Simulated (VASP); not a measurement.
**Re: single point with PBE**

The system is Re.

```
Re
1.0
     2.73792    0.00000    0.00000
    -1.36896    2.37111    0.00000
     0.00000    0.00000    4.48422
Re
2
Cartesian
  0.0000 1.5807 0.9753
  1.3690 0.7904 3.5090
```

This cell differs from its parent crystal: atoms displaced along a vibrational mode, the cell strained.

| Property | Result |
| --- | --- |
| Program | VASP 6.6.1 |
| Task | single point |
| Functional | PBE |
| Potentials or basis | VASP PAW PBE potentials, release 64 (Re) |
| Cutoff | 520 eV |
| k mesh | 18 × 18 × 10 |
| Occupations | gaussian, width 0.15 eV |
| Spin | no spin polarisation |

- Pressure: 25.2 GPa
- Largest force: 3.866 eV/Å
- Band gap on the k mesh: zero (bands 7 and 8 overlap by 3.07 eV)

Forces in eV/Å, atoms in the order of the input:
```
Re   0.000  0.000  3.866
Re   0.000  0.000 -3.866
```

Stress tensor (GPa, compression positive):
```
23.15  0.00  0.00
 0.00 23.15  0.00
 0.00  0.00 29.20
```

Levels at points of the mesh, in eV from the Fermi level:
```tsv
k point	band 5	band 6	band 7	band 8	band 9	band 10
(0.00, 0.00, 0.00)	-1.71	-1.34	-1.34	0.92	0.92	1.40
(0.50, 0.00, 0.00)	-1.45	-1.20	-0.30	4.13	4.39	5.16
(0.00, 0.00, 0.50)	-1.99	-1.83	-1.83	-0.63	2.24	2.24
(0.50, 0.00, 0.50)	-0.85	1.12	1.30	1.97	3.76	4.26
```

Run time: 54 s on 1 thread of Intel(R) Xeon(R) 6975P-C (Granite Rapids), on a shared host, peak memory 0.23 GiB.

Caveat: the cell differs from its parent crystal (atoms displaced along a vibrational mode, the cell strained); the stress differs along the axes, from 23 to 29 GPa; spin-orbit coupling is left out, which moves the levels of the heavy elements; forces of over 1 eV/Å act on the atoms, so gaps and moduli don't describe the material at rest.
